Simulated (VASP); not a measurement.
# Cr (Im-3m) in VASP: notebook

Cr is run at these levels: r2SCAN; tasks: single point, relaxation of volume and atoms at fixed shape.

Program: VASP 6.6.1. These are calculated values, not measurements. Logs are shortened: lines on timing, memory, paths and dates and some standing lists are left out, and cuts for length are marked.

### Step 1. The cell of the first run

The structure is cubic, space group Im-3m (No. 229). Conventional cell: a = 2.831 Å, b = 2.831 Å, c = 2.831 Å, α = 90.00°, β = 90.00°, γ = 90.00°. Cr (site symmetry m-3m) has 14 Cr at 2.45 to 2.83 Å within 3.2 Å.

### Step 2. Single point, r2SCAN, collinear spin, ferromagnetic start

POSCAR

```
Cr
1.0
   -1.4156899743      1.4156899743      1.4156899743
    1.4156899743     -1.4156899743      1.4156899743
    1.4156899743      1.4156899743     -1.4156899743
Cr
1
Direct
    0.0000000000      0.0000000000      0.0000000000
```

INCAR.step1

```
ALGO = Normal
EDIFF = 1E-4
ENCUT = 520
GGA = PE
ISMEAR = -1
ISPIN = 2
LASPH = True
LCHARG = False
LMAXMIX = 4
LREAL = False
LWAVE = True
MAGMOM = 3
NBANDS = 16
NELM = 150
PREC = Accurate
SIGMA = 0.1
```

INCAR.step2

```
ALGO = Normal
EDIFF = 1E-7
ENCUT = 520
ISIF = 2
ISMEAR = -1
ISPIN = 2
ISTART = 1
LASPH = True
LCHARG = False
LMAXMIX = 4
LMIXTAU = True
LORBIT = 11
LREAL = False
LWAVE = False
MAGMOM = 3
METAGGA = R2SCAN
NBANDS = 16
NELM = 150
PREC = Accurate
SIGMA = 0.1
```

KPOINTS

```
k-points
0
Gamma
  8 8 8
```

Potentials or basis: VASP PAW PBE potentials, release 64 (Cr_pv).

Launch:

```sh
$ cat potpaw_PBE.64/Cr_pv/POTCAR > POTCAR
$ cp INCAR.step1 INCAR
$ mpirun -np 1 vasp_std > vasp.out
$ cp INCAR.step2 INCAR
$ mpirun -np 1 vasp_std > vasp.out
```

OUTCAR:

```text
EDIFF = 1E-7
   ENCUT = 520
   ISIF = 2
   ISMEAR = -1
   ISPIN = 2
   ISTART = 1
   LASPH = True
   LORBIT = 11
   LREAL = False
   METAGGA = R2SCAN
   NELM = 150
   PREC = Accurate

 ion  position               nearest neighbor table
   1  0.000  0.000  0.000-

  LATTYP: Found a body centered cubic cell.
 ALAT       =     2.8313799486

  Lattice vectors:

 A1 = (  -1.4156899743,   1.4156899743,   1.4156899743)
 A2 = (   1.4156899743,  -1.4156899743,   1.4156899743)
 A3 = (   1.4156899743,   1.4156899743,  -1.4156899743)

Analysis of symmetry for initial positions (statically):
=====================================================================
 Subroutine PRICEL returns:
 Original cell was already a primitive cell.

 Routine SETGRP: Setting up the symmetry group for a
 body centered cubic supercell.

 Subroutine GETGRP returns: Found 48 space group operations
 (whereof 48 operations were pure point group operations)
 out of a pool of 48 trial point group operations.

The static configuration has the point symmetry O_h .

Analysis of symmetry for dynamics (positions and initial velocities):
=====================================================================
 Subroutine PRICEL returns:
 Original cell was already a primitive cell.

 Routine SETGRP: Setting up the symmetry group for a
 body centered cubic supercell.

 Subroutine GETGRP returns: Found 48 space group operations
 (whereof 48 operations were pure point group operations)
 out of a pool of 48 trial point group operations.

The dynamic configuration has the point symmetry O_h .

Analysis of structural, dynamic, and magnetic symmetry:
=====================================================================
 Subroutine PRICEL returns:
 Original cell was already a primitive cell.

 Routine SETGRP: Setting up the symmetry group for a
 body centered cubic supercell.

 Subroutine GETGRP returns: Found 48 space group operations
 (whereof 48 operations were pure point group operations)
 out of a pool of 48 trial point group operations.

The overall configuration has the point symmetry O_h .

 Subroutine INISYM returns: Found 48 space group operations
 (whereof 48 operations are pure point group operations),
 and found     1 'primitive' translations

----------------------------------------------------------------------------------------

                                     Primitive cell

  volume of cell :      11.3492

  direct lattice vectors                    reciprocal lattice vectors
    -1.415689974  1.415689974  1.415689974     0.000000000  0.353184673  0.353184673
     1.415689974 -1.415689974  1.415689974     0.353184673  0.000000000  0.353184673
     1.415689974  1.415689974 -1.415689974     0.353184673  0.353184673  0.000000000

  length of vectors
     2.452046963  2.452046963  2.452046963     0.499478554  0.499478554  0.499478554

  position of ions in fractional coordinates (direct lattice)
     0.000000000  0.000000000  0.000000000

  ion indices of the primitive-cell ions
   primitive index   ion index
                 1           1

----------------------------------------------------------------------------------------

 KPOINTS: k-points

Automatic generation of k-mesh.
 Grid dimensions read from file:
 generate k-points for:    8    8    8

 Generating k-lattice:

  Cartesian coordinates                     Fractional coordinates (reciprocal lattice)
     0.000000000  0.044148084  0.044148084     0.125000000  0.000000000  0.000000000
     0.044148084  0.000000000  0.044148084     0.000000000  0.125000000  0.000000000
     0.044148084  0.044148084  0.000000000     0.000000000  0.000000000  0.125000000

  Length of vectors
     0.062434819  0.062434819  0.062434819

  Shift w.r.t. Gamma in fractional coordinates (k-lattice)
     0.000000000  0.000000000  0.000000000

 Subroutine IBZKPT returns following result:
 ===========================================

 Found     29 irreducible k-points:

 Following reciprocal coordinates:
            Coordinates               Weight
  0.000000  0.000000  0.000000      1.000000
  0.125000  0.000000  0.000000     12.000000
  0.250000  0.000000  0.000000     12.000000
  0.375000  0.000000  0.000000     12.000000
  0.500000  0.000000  0.000000      6.000000
  0.125000  0.125000  0.000000     24.000000
[... 16 lines left out ...]
 -0.250000  0.250000  0.250000      6.000000
 -0.375000  0.375000  0.250000     24.000000
 [... further k-points ...]
   k-points           NKPTS =     29   k-points in BZ     NKDIM =     29   number of bands    NBANDS=     16
   number of dos      NEDOS =    301   number of ions     NIONS =      1
   total plane-waves  NPLWV =   5832
   dimension x,y,z NGX =    18 NGY =   18 NGZ =   18
   dimension x,y,z NGXF=    36 NGYF=   36 NGZF=   36
   ions per type =               1
   NGX,Y,Z   is equivalent  to a cutoff of  12.20, 12.20, 12.20 a.u.
   NGXF,Y,Z  is equivalent  to a cutoff of  24.41, 24.41, 24.41 a.u.
 SYSTEM =  unknown system
   PREC   = accura    normal or accurate (medium, high low for compatibility)
   ISTART =      1    job   : 0-new  1-cont  2-samecut
   ICHARG =      0    charge: 1-file 2-atom 10-const
   ISPIN  =      2    spin polarized calculation?
   LNONCOLLINEAR =      F non collinear calculations
   LSORBIT =      F    spin-orbit coupling
   LASPH  =      T    aspherical Exc in radial PAW
   ENCUT  =  520.0 eV  38.22 Ry    6.18 a.u.   4.56  4.56  4.56*2*pi/ulx,y,z
   NELM   =    150;   NELMIN=  2; NELMDL=  0     # of ELM steps
   EDIFF  = 0.1E-06   stopping-criterion for ELM
   LREAL  =      F    real-space projection
   EDIFFG = 0.1E-05   stopping-criterion for IOM
   NSW    =      0    number of steps for IOM
   IBRION =     -1    ionic relax: 0-MD 1-quasi-New 2-CG
   NFREE  =      0    steps in history (QN), initial steepest desc. (CG)
   ISIF   =      2    stress and relaxation
   ISYM   =      2    0-nonsym 1-usesym 2-fastsym
   POTIM  = 0.5000    time-step for ionic-motion
   TEBEG  =    0.0;   TEEND  =   0.0 temperature during run
   PSTRESS=    0.0 pullay stress
   NELECT =      12.0000    total number of electrons
   NUPDOWN=      -1.0000    fix difference up-down
   EMIN   =  10.00;   EMAX   =-10.00  energy-range for DOS
   EFERMI =   0.00;   METHOD = LEGACY
   ISMEAR =    -1;   SIGMA  =   0.10  broadening in eV -4-tet -1-fermi 0-gaus
   EFERMI_NEDOS =   21; number of points for ismear=-14 and -15
   IALGO  =     38    algorithm
   IMIX   =      4    mixing-type and parameters
     AMIX     =   0.40;   BMIX     =  1.00
     AMIX_MAG =   1.60;   BMIX_MAG =  1.00
  volume/ion in A,a.u.               =      11.35        76.59
  Fermi-wavevector in a.u.,A,eV,Ry     =   1.667812  3.151708 37.845923  2.781597
  Thomas-Fermi vector in A             =   2.753769
   LORBIT       =     11    0 simple, 1 ext, 2 COOP (PROOUT), +10 PAW based schemes
   METAGGA = R2SCAN    functional components
   LHFCALC =     F    Hartree Fock is set to
   AEXX    =    0.0000 exact exchange contribution
   IVDW    =     0    specifies the selected vdW correction
   LEPSILON=     F    determine dielectric tensor
   LRPA    =     F    only Hartree local field effects (RPA)
 spin polarized calculation
  energy-cutoff  :      520.00
  volume of cell :       11.35
 maximum number of plane-waves:       321
   NGX =  9   NGY =  9   NGZ =  9

 number of electron      12.0000005 magnetization       0.0000002

 number of electron      12.0000005 magnetization      -0.0000003

 Free energy of the ion-electron system (eV)
  ---------------------------------------------------
  ext. energy  EPLUGINS =         0.00000000
  ---------------------------------------------------
  free energy    TOTEN  =       -14.81567947 eV

  energy without entropy =      -14.80292095  energy(sigma->0) =      -14.80930021

 E-fermi :  11.0238     XC(G=0): -15.1064

 val. band max:       10.7416259446   @ k =  -0.3750   0.5000   0.2500
 cond. band min:      11.2612672287   @ k =  -0.2500   0.2500   0.1250
 fundamental gap:      0.5196412841
 Fermi energy:        11.0237956356

 spin component 1

 k-point     1 :       0.0000    0.0000    0.0000
  band No.  band energies     occupation
      1     -33.1660      1.00000
      2     -33.1660      1.00000
      3     -33.1659      1.00000
      4       2.6825      1.00000
      5      10.1640      0.99982
      6      10.1640      0.99982
[... 8 lines left out ...]
     15      42.5184      0.00000
     16      47.2951      0.00000

 k-point     2 :       0.1250    0.0000    0.0000
  band No.  band energies     occupation
      1     -33.3206      1.00000
      2     -33.2128      1.00000
      3     -33.1670      1.00000
      4       3.3917      1.00000
      5       9.8924      0.99999
      6      10.0908      0.99991
[... 8 lines left out ...]
     15      43.1842      0.00000
     16      43.2804      0.00000
[... 387 lines left out ...]
      5       9.3715      1.00000
      6      10.6783      0.96939
[... 8 lines left out ...]
     15      46.3350      0.00000
     16      46.3350      0.00000

 k-point    24 :      -0.3750    0.3750    0.2500
  band No.  band energies     occupation
      1     -33.9120      1.00000
      2     -33.6207      1.00000
      3     -33.5308      1.00000
      4       7.5603      1.00000
      5       8.3546      1.00000
      6      10.6916      0.96518
[... 8 lines left out ...]
     15      45.0958      0.00000
     16      45.2884      0.00000

 [... further k-points ...]

 spin component 2

 k-point     1 :       0.0000    0.0000    0.0000
  band No.  band energies     occupation
      1     -33.1660      1.00000
      2     -33.1660      1.00000
      3     -33.1659      1.00000
      4       2.6825      1.00000
      5      10.1640      0.99982
      6      10.1640      0.99982
[... 8 lines left out ...]
     15      42.5184      0.00000
     16      47.2951      0.00000

 k-point     2 :       0.1250    0.0000    0.0000
  band No.  band energies     occupation
      1     -33.3206      1.00000
      2     -33.2128      1.00000
      3     -33.1670      1.00000
      4       3.3917      1.00000
      5       9.8924      0.99999
      6      10.0908      0.99991
[... 8 lines left out ...]
     15      43.1842      0.00000
     16      43.2804      0.00000
[... 387 lines left out ...]
      5       9.3715      1.00000
      6      10.6783      0.96939
[... 8 lines left out ...]
     15      46.3350      0.00000
     16      46.3350      0.00000

 k-point    24 :      -0.3750    0.3750    0.2500
  band No.  band energies     occupation
      1     -33.9120      1.00000
      2     -33.6207      1.00000
      3     -33.5308      1.00000
      4       7.5603      1.00000
      5       8.3546      1.00000
      6      10.6916      0.96518
[... 8 lines left out ...]
     15      45.0958      0.00000
     16      45.2884      0.00000

 [... further k-points ...]

------------------------ aborting loop because EDIFF is reached ----------------------------------------

  FORCE on cell =-STRESS in cart. coord.  units (eV):
  Direction    XX          YY          ZZ          XY          YZ          ZX
  --------------------------------------------------------------------------------------
  -------------------------------------------------------------------------------------
  Total        0.0464089      0.0464089      0.0464089     -0.0000000      0.0000000     -0.0000000
  in kB        6.5515966      6.5515966      6.5515966     -0.0000000      0.0000000     -0.0000000
  external PRESSURE =       6.5515966 kB  Pullay stress =       0.0000000 kB

 VOLUME and BASIS-vectors are now :
 -----------------------------------------------------------------------------
  energy-cutoff  :      520.00
  volume of cell :       11.35
      direct lattice vectors                 reciprocal lattice vectors
    -1.415689974  1.415689974  1.415689974     0.000000000  0.353184673  0.353184673
     1.415689974 -1.415689974  1.415689974     0.353184673  0.000000000  0.353184673
     1.415689974  1.415689974 -1.415689974     0.353184673  0.353184673  0.000000000

 POSITION                                       TOTAL-FORCE (eV/Angst)
 -----------------------------------------------------------------------------------
      0.00000      0.00000      0.00000        -0.000000     -0.000000     -0.000000
 -----------------------------------------------------------------------------------
    total drift:                                0.000000      0.000000      0.000000

  FREE ENERGIE OF THE ION-ELECTRON SYSTEM (eV)
  ---------------------------------------------------
  free  energy   TOTEN  =       -14.8156794664 eV

  energy  without entropy=      -14.8029209531  energy(sigma->0) =      -14.80930021

 total charge

# of ion       s       p       d       tot
------------------------------------------
    1        0.698   6.443   4.179  11.319

 magnetization (x)

# of ion       s       p       d       tot
------------------------------------------
    1        0.000   0.000  -0.000   0.000
```

Wall time 27 s (1 thread of Intel Xeon Platinum 8559C (Emerald Rapids), shared host); peak memory 0.13 GiB.

What came out:

* Free energy: -14.8157 eV
* Pressure: 0.7 GPa
* Band gap on the k mesh: zero (filled and empty bands overlap)
* Net moment: 0.00 μB per cell
* Valence electrons inside the program's atomic spheres: Cr 11.32

Caveat: the k points lie up to 0.39 Å⁻¹ apart; the starting moments collapsed, and a magnetic state may lie lower; the PAW data sets were made with another functional, which shifts forces and pressure a little.

### Step 3. Relaxation of volume and atoms at fixed shape, r2SCAN, collinear spin, ferromagnetic start

This run uses another cell than the first one, of 11.99 Å³/atom, 1.057 times its volume.

POSCAR

```
Cr
1.0
   -1.4419500000      1.4419500000      1.4419500000
    1.4419500000     -1.4419500000      1.4419500000
    1.4419500000      1.4419500000     -1.4419500000
Cr
1
Direct
    0.0000000000      0.0000000000      0.0000000000
```

INCAR.step1

```
  PREC = Accurate
  ENCUT = 600
  ISMEAR = -1
  SIGMA = 0.1
  LREAL = F
  LASPH = T
  NELM = 150
  ISPIN = 2
  MAGMOM = 3
  LMAXMIX = 4
  GGA = PE
  ALGO = Normal
  EDIFF = 1E-4
  LWAVE = T
  LCHARG = F
```

INCAR.step2

```
  PREC = Accurate
  ENCUT = 600
  EDIFF = 1E-6
  ISMEAR = -1
  SIGMA = 0.1
  LREAL = F
  LASPH = T
  NELM = 150
  ALGO = Normal
  ISIF = 8
  LWAVE = F
  LCHARG = F
  ISPIN = 2
  MAGMOM = 3
  LORBIT = 11
  LMAXMIX = 4
  METAGGA = R2SCAN
  LMIXTAU = T
  IBRION = 2
  NSW = 80
  EDIFFG = -0.03
  ISTART = 1
```

KPOINTS

```
regular mesh
0
Gamma
  8 8 8
```

Potentials or basis: VASP PAW PBE potentials, release 64 (Cr_pv).

Launch:

```sh
$ cat potpaw_PBE.64/Cr_pv/POTCAR > POTCAR
$ cp INCAR.step1 INCAR
$ mpirun -np 1 vasp_std > vasp.out
$ cp INCAR.step2 INCAR
$ mpirun -np 1 vasp_std > vasp.out
```

Wall time 87 s (1 thread of Intel Xeon Platinum 8559C (Emerald Rapids), shared host); peak memory 0.15 GiB.

The run converged. Its results:

```yaml
Free_energy: -14.8167 eV
Relaxed_volume: 11.37 Å³/atom
Relaxed_cell: a = 2.454 Å, b = 2.454 Å, c = 2.454 Å, α = 109.47°, β = 109.47°, γ = 109.47°
Space_group_after_relaxing_to_0.05_Å: Im-3m (No. 229)
Energy_gained_by_relaxing: 27.4 meV/atom
Ionic_steps: 4
Pressure_after_relaxing: -0.1 GPa
Band_gap_on_the_k_mesh: zero (filled and empty bands overlap)
Net_moment: 0.00 μB per cell
Valence_electrons_inside_the_program's_atomic_spheres: Cr 11.32
```

Step by step:
| step | energy change (eV) | largest force (eV/Å) | pressure (GPa) | volume (Å³) |
| --- | --- | --- | --- | --- |
| 1 | 0.0000 | 0.0000 | -13.36 | 11.99 |
| 2 | 0.0689 | 0.0000 | 32.49 | 10.34 |
| 3 | -0.0273 | 0.0000 | -0.44 | 11.39 |
| 4 | -0.0274 | 0.0000 | -0.08 | 11.37 |

Final structure:
```
CELL_PARAMETERS angstrom
-1.41658 1.41658 1.41658
1.41658 -1.41658 1.41658
1.41658 1.41658 -1.41658
ATOMIC_POSITIONS crystal
Cr 0.00000 0.00000 0.00000
```

Levels at points of the mesh, in eV from the Fermi level:
Spin up:
| k point | band 2 | band 3 | band 4 | band 5 | band 6 | band 7 | band 8 | band 9 | band 10 | band 11 |
| --- | --- | --- | --- | --- | --- | --- | --- | --- | --- | --- |
| (0.00, 0.00, 0.00) | -44.19 | -44.19 | -8.33 | -0.86 | -0.86 | -0.86 | 1.56 | 1.56 | 3.32 | 23.37 |
| (0.50, 0.00, 0.00) | -44.51 | -44.20 | -4.61 | -2.52 | 1.13 | 1.48 | 1.92 | 3.08 | 3.25 | 10.66 |
| (0.50, 0.50, 0.50) | -44.88 | -44.88 | -4.36 | -4.36 | 2.67 | 2.67 | 2.67 | 3.25 | 11.27 | 11.27 |
Spin down:
| k point | band 2 | band 3 | band 4 | band 5 | band 6 | band 7 | band 8 | band 9 | band 10 | band 11 |
| --- | --- | --- | --- | --- | --- | --- | --- | --- | --- | --- |
| (0.00, 0.00, 0.00) | -44.19 | -44.19 | -8.33 | -0.86 | -0.86 | -0.86 | 1.56 | 1.56 | 3.32 | 23.37 |
| (0.50, 0.00, 0.00) | -44.51 | -44.20 | -4.61 | -2.52 | 1.13 | 1.48 | 1.92 | 3.08 | 3.25 | 10.66 |
| (0.50, 0.50, 0.50) | -44.88 | -44.88 | -4.36 | -4.36 | 2.67 | 2.67 | 2.67 | 3.25 | 11.27 | 11.27 |

Caveat: the k points lie up to 0.39 Å⁻¹ apart in the final cell; the starting moments collapsed, and a magnetic state may lie lower; the PAW data sets were made with another functional, which shifts forces and pressure a little.
